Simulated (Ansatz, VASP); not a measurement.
# Zn5O in VASP and in Ansatz

The input INCAR:

```
  PREC = Accurate
  ENCUT = 520
  EDIFF = 1E-6
  ISMEAR = 0
  SIGMA = 0.1
  LREAL = F
  LASPH = T
  NELM = 80
  ALGO = Normal
  ISIF = 2
  LWAVE = F
  LCHARG = F
  GGA = PE
  NBANDS = 42
```

The input KPOINTS:

```
regular mesh
0
Gamma
  6 6 2
```

File POSCAR:

```
Zn5O
1.0
    2.9854725000      0.0000000000      0.0000000000
   -1.4927362500      2.5854950200      0.0000000000
    0.0000000000      0.0000000000     14.2257616900
Zn O
5 1
Direct
    0.0000000000      0.0000000000      0.8363369700
    0.6666666700      0.3333333300      0.6678038200
    0.0000000000      0.0000000000      0.5000000000
    0.6666666700      0.3333333300      0.3321961800
    0.0000000000      0.0000000000      0.1636630300
    0.6666666700      0.3333333300      0.0000000000
```

Input for Ansatz:

```yaml
crystal:
  lattice:
    - [2.9854725, 0.0, 0.0]
    - [-1.49273625, 2.58549502, 0.0]
    - [0.0, 0.0, 14.22576169]
  atoms:
    - { symbol: Zn, position: [0.0, 0.0, 0.83633697] }
    - { symbol: Zn, position: [0.66666667, 0.33333333, 0.66780382] }
    - { symbol: Zn, position: [0.0, 0.0, 0.5] }
    - { symbol: Zn, position: [0.66666667, 0.33333333, 0.33219618] }
    - { symbol: Zn, position: [0.0, 0.0, 0.16366303] }
    - { symbol: O, position: [0.66666667, 0.33333333, 0.0] }
basis:
  ecutwfc: 420
kpoints:
  mp_grid: { grid: [6, 6, 2] }
hamiltonian:
  xc: pbe
scf:
  occupations: { method: gaussian, width: 0.1 }
  lower_state_search: "off"
output:
  forces: true
  stress: true
  eigenvalues: true
```

Change from the starting cell: species swapped into the LiMg5 type (P-6m2, No. 187).

Alike in both runs: task single point; functional PBE; k mesh 6 × 6 × 2; occupations gaussian, width 0.1 eV; no spin polarisation.

```csv
,VASP,Ansatz
version,VASP 6.6.1,Ansatz 0.2.0
potentials or method,"VASP PAW PBE potentials, release 64 (Zn, O), cutoff 520 eV","scalar-relativistic, plane waves, PAW"
valence electrons in the cell,66,66
```

Ansatz gave:

* gap on the k mesh at the Fermi level (eV): none
* pressure (GPa): -10.9
* traceless stress, the component that is largest in VASP (GPa): -3.52
* rms of the force components (eV/Å): 0.414

Problem. What did VASP give for the same quantities?

Solution. gap on the k mesh at the Fermi level (eV): none; pressure (GPa): -10.8; traceless stress, the component that is largest in VASP (GPa): -3.51; rms of the force components (eV/Å): 0.414.

Atom by atom the forces differ by 0.000 eV/Å (rms over components). A gap of «none» marks a metal or a gap that the smearing closes.

The k mesh is coarse, so the values compare programs but aren't converged.
